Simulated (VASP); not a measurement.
# W3C in VASP: relaxation of the atoms with LDA

Aim: the relaxation of the atoms of W3C with LDA.

Everything below comes from runs of VASP 6.6.1. Logs are shortened: lines on timing, memory, paths and dates and some standing lists are left out, and cuts for length are marked.

### 1 The cell of the first run

The cell holds a slab with vacuum, 4 atoms: a = 2.809 Å, b = 2.809 Å, c = 19.357 Å, α = 90.00°, β = 90.00°, γ = 90.00°.

### 2 Relaxation of the atoms, LDA

INCAR

```
SYSTEM = W3C
PREC = Accurate ; ENCUT = 520
EDIFF = 1E-7 ; ISMEAR = 0
SIGMA = 0.1 ; LREAL = .False.
LASPH = .True. ; NELM = 60
ALGO = Normal ; ISIF = 2
LWAVE = .False. ; LCHARG = .False.
LDIPOL = .True. ; IDIPOL = 3
DIPOL = 0.5 0.5 0.342 ; GGA = CA
IBRION = 2 ; NSW = 36
EDIFFG = -0.025
```

KPOINTS

```
regular mesh
0
Gamma
  9 9 1
  0 0 0
```

POSCAR

```
W3C
1.0
    2.8093052381      0.0000000000      0.0000000000
    0.0000000000      2.8093052381      0.0000000000
    0.0000000000      0.0000000000     19.3572602846
W C
3 1
Selective dynamics
Direct
    0.5000000000      0.5000000000      0.2066408129  F F F
    0.0000000000      0.0000000000      0.3062710168  F F F
    0.5000000000      0.5000000000      0.4059076630  F F F
    1.0000000000      1.0000000000      0.4482690297  F F T
```

Potentials or basis: VASP PAW LDA potentials, release 64 (W_sv, C).

The run is started by

```console
cat potpaw_LDA.64/W_sv/POTCAR potpaw_LDA.64/C/POTCAR > POTCAR
mpirun -np 1 vasp_std > vasp.out
```

OUTCAR:

```text
SYSTEM = W3C
   PREC = Accurate
   ENCUT = 520
   EDIFF = 1E-7
   ISMEAR = 0
   LREAL = .False.
   LASPH = .True.
   NELM = 60
   ISIF = 2
   GGA = CA
   IBRION = 2
   NSW = 36
   EDIFFG = -0.025

 ion  position               nearest neighbor table
   1  0.500  0.500  0.207-   2 2.77   2 2.77   2 2.77   2 2.77
   2  0.000  0.000  0.306-   4 2.75   1 2.77   1 2.77   1 2.77   1 2.77   3 2.77   3 2.77   3 2.77
                             3 2.77
   3  0.500  0.500  0.406-   4 2.15   4 2.15   4 2.15   4 2.15   2 2.77   2 2.77   2 2.77   2 2.77

   4  0.000  0.000  0.448-   3 2.15   3 2.15   3 2.15   3 2.15   2 2.75

  LATTYP: Found a simple tetragonal cell.
 ALAT       =     2.8093052381
 C/A-ratio  =     6.8904083551

  Lattice vectors:

 A1 = (   2.8093052381,   0.0000000000,   0.0000000000)
 A2 = (   0.0000000000,   2.8093052381,   0.0000000000)
 A3 = (   0.0000000000,   0.0000000000,  19.3572602846)

Analysis of symmetry for initial positions (statically):
=====================================================================
 Subroutine PRICEL returns:
 Original cell was already a primitive cell.

 Routine SETGRP: Setting up the symmetry group for a
 simple tetragonal supercell.

 Subroutine GETGRP returns: Found  8 space group operations
 (whereof  8 operations were pure point group operations)
 out of a pool of 16 trial point group operations.

The static configuration has the point symmetry C_4v.

Analysis of symmetry for dynamics (positions and initial velocities):
=====================================================================
 Subroutine PRICEL returns:
 Original cell was already a primitive cell.

 Routine SETGRP: Setting up the symmetry group for a
 simple tetragonal supercell.

 Subroutine GETGRP returns: Found  8 space group operations
 (whereof  8 operations were pure point group operations)
 out of a pool of 16 trial point group operations.

The dynamic configuration has the point symmetry C_4v.

Analysis of constrained symmetry for selective dynamics:
=====================================================================
 Subroutine PRICEL returns:
 Original cell was already a primitive cell.

 Routine SETGRP: Setting up the symmetry group for a
 simple tetragonal supercell.

 Subroutine GETGRP returns: Found  8 space group operations
 (whereof  8 operations were pure point group operations)
 out of a pool of 16 trial point group operations.

The constrained configuration has the point symmetry C_4v.

 Subroutine INISYM returns: Found  8 space group operations
 (whereof  8 operations are pure point group operations),
 and found     1 'primitive' translations

----------------------------------------------------------------------------------------

                                     Primitive cell

  volume of cell :     152.7713

  direct lattice vectors                    reciprocal lattice vectors
     2.809305238  0.000000000  0.000000000     0.355959896  0.000000000  0.000000000
     0.000000000  2.809305238  0.000000000     0.000000000  0.355959896  0.000000000
     0.000000000  0.000000000 19.357260285     0.000000000  0.000000000  0.051660203

  length of vectors
     2.809305238  2.809305238 19.357260285     0.355959896  0.355959896  0.051660203

  position of ions in fractional coordinates (direct lattice)
     0.500000000  0.500000000  0.206640813
     0.000000000  0.000000000  0.306271017
     0.500000000  0.500000000  0.405907663
     0.000000000  0.000000000  0.448269030

  ion indices of the primitive-cell ions
   primitive index   ion index
[... 50 lines left out ...]
   total plane-waves  NPLWV =  82944
   dimension x,y,z NGX =    24 NGY =   24 NGZ =  144
   dimension x,y,z NGXF=    48 NGYF=   48 NGZF=  288
   ions per type =               3   1
   NGX,Y,Z   is equivalent  to a cutoff of  14.20, 14.20, 12.37 a.u.
   NGXF,Y,Z  is equivalent  to a cutoff of  28.40, 28.40, 24.73 a.u.
 SYSTEM =  W3C
   PREC   = accura    normal or accurate (medium, high low for compatibility)
   ISTART =      0    job   : 0-new  1-cont  2-samecut
   ICHARG =      2    charge: 1-file 2-atom 10-const
   ISPIN  =      1    spin polarized calculation?
   LNONCOLLINEAR =      F non collinear calculations
   LSORBIT =      F    spin-orbit coupling
   LASPH  =      T    aspherical Exc in radial PAW
   ENCUT  =  520.0 eV  38.22 Ry    6.18 a.u.   5.22  5.22 35.99*2*pi/ulx,y,z
   NELM   =     60;   NELMIN=  2; NELMDL= -5     # of ELM steps
   EDIFF  = 0.1E-06   stopping-criterion for ELM
   LREAL  =      F    real-space projection
   EDIFFG = -.3E-01   stopping-criterion for IOM
   NSW    =     36    number of steps for IOM
   IBRION =      2    ionic relax: 0-MD 1-quasi-New 2-CG
   NFREE  =      1    steps in history (QN), initial steepest desc. (CG)
   ISIF   =      2    stress and relaxation
   ISYM   =      2    0-nonsym 1-usesym 2-fastsym
   POTIM  = 0.5000    time-step for ionic-motion
   TEBEG  =    0.0;   TEEND  =   0.0 temperature during run
   PSTRESS=    0.0 pullay stress
   NELECT =      46.0000    total number of electrons
   NUPDOWN=      -1.0000    fix difference up-down
   EMIN   =  10.00;   EMAX   =-10.00  energy-range for DOS
   EFERMI =   0.00;   METHOD = LEGACY
   ISMEAR =     0;   SIGMA  =   0.10  broadening in eV -4-tet -1-fermi 0-gaus
   EFERMI_NEDOS =   21; number of points for ismear=-14 and -15
   IALGO  =     38    algorithm
   IMIX   =      4    mixing-type and parameters
     AMIX     =   0.40;   BMIX     =  1.00
     AMIX_MAG =   1.60;   BMIX_MAG =  1.00
  volume/ion in A,a.u.               =      38.19       257.74
  Fermi-wavevector in a.u.,A,eV,Ry     =   1.097270  2.073540 16.381436  1.204002
  Thomas-Fermi vector in A             =   2.233627
   LORBIT       =      0    0 simple, 1 ext, 2 COOP (PROOUT), +10 PAW based schemes
   GGA     = CA    functional components
   LHFCALC =     F    Hartree Fock is set to
   AEXX    =    0.0000 exact exchange contribution
   IVDW    =     0    specifies the selected vdW correction
   LEPSILON=     F    determine dielectric tensor
   LRPA    =     F    only Hartree local field effects (RPA)
 conjugate gradient relaxation of ions
 non-spin polarized calculation
 Gauss-broadening in eV      SIGMA  =   0.10
  energy-cutoff  :      520.00
  volume of cell :      152.77
 maximum number of plane-waves:      4159
 NGX is ok and might be reduce to    24
   NGX = 11   NGY = 11   NGZ = 71

--------------------------------------- Ionic step        1  -------------------------------------------

 number of electron      46.0000006 magnetization

 Free energy of the ion-electron system (eV)
  ---------------------------------------------------
  ext. energy  EPLUGINS =         0.00000000
  ---------------------------------------------------
  free energy    TOTEN  =       -47.85216106 eV

  energy without entropy =      -47.83389910  energy(sigma->0) =      -47.84303008

------------------------ aborting loop because EDIFF is reached ----------------------------------------

  FORCE on cell =-STRESS in cart. coord.  units (eV):
  Direction    XX          YY          ZZ          XY          YZ          ZX
  --------------------------------------------------------------------------------------
  -------------------------------------------------------------------------------------
  Total       -0.6591197     -0.6591197     -1.3824154      0.0000000      0.0000000      0.0000000
  in kB       -6.9124679     -6.9124679    -14.4979762      0.0000000      0.0000000      0.0000000
  external PRESSURE =      -9.4409706 kB  Pullay stress =       0.0000000 kB
[... 65 lines left out ...]
 number of electron      46.0000006 magnetization

------------------------ aborting loop because EDIFF is reached ----------------------------------------

 vacuum level on the upper side and lower side of the slab       (xc-potential included)        -0.218        -0.081

  FORCE on cell =-STRESS in cart. coord.  units (eV):
  Direction    XX          YY          ZZ          XY          YZ          ZX
  --------------------------------------------------------------------------------------
  -------------------------------------------------------------------------------------
  Total        3.8512523      3.8512523      0.6462493      0.0000000      0.0000000      0.0000000
  in kB       40.3897164     40.3897164      6.7774905      0.0000000      0.0000000      0.0000000
  external PRESSURE =      29.1856411 kB  Pullay stress =       0.0000000 kB
[... 19 lines left out ...]
  FREE ENERGIE OF THE ION-ELECTRON SYSTEM (eV)
  ---------------------------------------------------
  free  energy   TOTEN  =       -48.5126697961 eV

  energy  without entropy=      -48.4923875322  energy(sigma->0) =      -48.50252866

 dipolmoment           0.000000      0.000000      0.009336 electrons x Angstroem

--------------------------------------- Ionic step        4  -------------------------------------------

 number of electron      46.0000006 magnetization

------------------------ aborting loop because EDIFF is reached ----------------------------------------
[... 71 lines left out ...]
--------------------------------------- Ionic step        6  -------------------------------------------

 number of electron      46.0000006 magnetization

 dipolmoment           0.000000      0.000000     -0.017529 electrons x Angstroem

 Free energy of the ion-electron system (eV)
  ---------------------------------------------------
  ext. energy  EPLUGINS =         0.00000000
  ---------------------------------------------------
  free energy    TOTEN  =       -48.53568719 eV

  energy without entropy =      -48.51749628  energy(sigma->0) =      -48.52659173

 E-fermi :   0.8277     XC(G=0):  -5.6780

 val. band max:        0.7912572124   @ k =   0.2222   0.0000   0.0000
 cond. band min:       0.8417035583   @ k =   0.4444   0.0000   0.0000
 fundamental gap:      0.0504463459
 Fermi energy:         0.8277046060

 k-point     1 :       0.0000    0.0000    0.0000
  band No.  band energies     occupation
      1     -72.9092      2.00000
      2     -72.5175      2.00000
      3     -72.3410      2.00000
      4     -37.6966      2.00000
      5     -37.2956      2.00000
      6     -37.2956      2.00000
[... 439 lines left out ...]
     26       3.8300      0.00000
     27       4.8181      0.00000

------------------------ aborting loop because EDIFF is reached ----------------------------------------

 vacuum level on the upper side and lower side of the slab       (xc-potential included)        -0.293         0.078

  FORCE on cell =-STRESS in cart. coord.  units (eV):
  Direction    XX          YY          ZZ          XY          YZ          ZX
  --------------------------------------------------------------------------------------
  -------------------------------------------------------------------------------------
  Total        5.0158032      5.0158032      1.0804679      0.0000000     -0.0000000      0.0000000
  in kB       52.6028558     52.6028558     11.3313254      0.0000000     -0.0000000      0.0000000
  external PRESSURE =      38.8456790 kB  Pullay stress =       0.0000000 kB
[... 19 lines left out ...]
  FREE ENERGIE OF THE ION-ELECTRON SYSTEM (eV)
  ---------------------------------------------------
  free  energy   TOTEN  =       -48.5356871854 eV

  energy  without entropy=      -48.5174962780  energy(sigma->0) =      -48.52659173

 reached required accuracy - stopping structural energy minimisation

 vacuum level on the upper side and lower side of the slab         5.220         5.603
```

It took 3.6 min on 1 thread of Intel Xeon 6975P-C (Granite Rapids), shared host; peak memory 0.24 GiB.

What came out:

- Free energy: -48.5357 eV
- Energy gained by relaxing: 170.9 meV/atom
- Ionic steps: 6
- Band gap on the k mesh: zero (bands 23 and 24 overlap by 1.24 eV)

The path:
```tsv
step	energy change (eV)	largest force on free atoms (eV/Å)	pressure (GPa)
1	0.0000	3.4423	-0.94
2	-0.4634	2.0139	0.95
3	-0.6605	0.6157	2.92
4	-0.6835	0.0381	3.81
5	-0.6835	0.0321	3.91
6	-0.6835	0.0142	3.88
```

Final structure:
```
W C
1.0
     2.80931    0.00000    0.00000
     0.00000    2.80931    0.00000
     0.00000    0.00000   19.35726
W C
3 1
Cartesian
  1.4047 1.4047 4.0000
  0.0000 0.0000 5.9286
  1.4047 1.4047 7.8573
  0.0000 0.0000 8.2817
```

Levels at points of the mesh, in eV from the Fermi level:
| k point | band 19 | band 20 | band 21 | band 22 | band 23 | band 24 | band 25 | band 26 | band 27 |
| --- | --- | --- | --- | --- | --- | --- | --- | --- | --- |
| (0.00, 0.00, 0.00) | -1.62 | -1.15 | -1.15 | -1.01 | -0.31 | -0.31 | 0.66 | 1.61 | 1.84 |

Caveat: spin-orbit coupling is left out, which moves the levels of the heavy elements.

The gap in the log of VASP goes by the Fermi energy; the results here count the filled bands.